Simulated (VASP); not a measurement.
Write the native input for VASP 6.6.1 that does the following.

* Task: single point
* Functional: PBE
* Potentials or basis: VASP PAW PBE potentials, release 64 (V_sv)
* Cutoff: 520 eV
* k mesh: 20 × 20 × 20
* Occupations: gaussian, width 0.1 eV
* Spin: no spin polarisation
* Dipole correction: no
* Further INCAR settings: ALGO = Normal; EDIFF = 1e-06; NBANDS = 12

The structure of V lies in POSCAR:

```
V
1.0
   -1.5134493469      1.5134493469      1.5134493469
    1.5134493469     -1.5134493469      1.5134493469
    1.5134493469      1.5134493469     -1.5134493469
V
1
Direct
    0.0000000000      0.0000000000      0.0000000000
```

The input as run:

INCAR

```
  ALGO = Normal
  EDIFF = 1E-6
  ENCUT = 520
  GGA = PE
  ISIF = 2
  ISMEAR = 0
  LASPH = T
  LCHARG = F
  LREAL = F
  LWAVE = F
  NBANDS = 12
  NELM = 100
  PREC = Accurate
  SIGMA = 0.1
```

KPOINTS

```
k-points
0
Gamma
  20 20 20
```

Potentials or basis: VASP PAW PBE potentials, release 64 (V_sv).

Launch:

```console
$ cat potpaw_PBE.64/V_sv/POTCAR > POTCAR
$ mpirun -np 1 vasp_std > vasp.out
```

It gave:

The pressure is -4.9 GPa. The band gap on the k mesh is zero (an odd number of electrons rules out a gap without spin polarisation).

Caveat: the cell stands under tension.

Wall time 33 s on 1 thread of Intel Xeon 8259CL, on a shared host, peak memory 0.16 GiB.
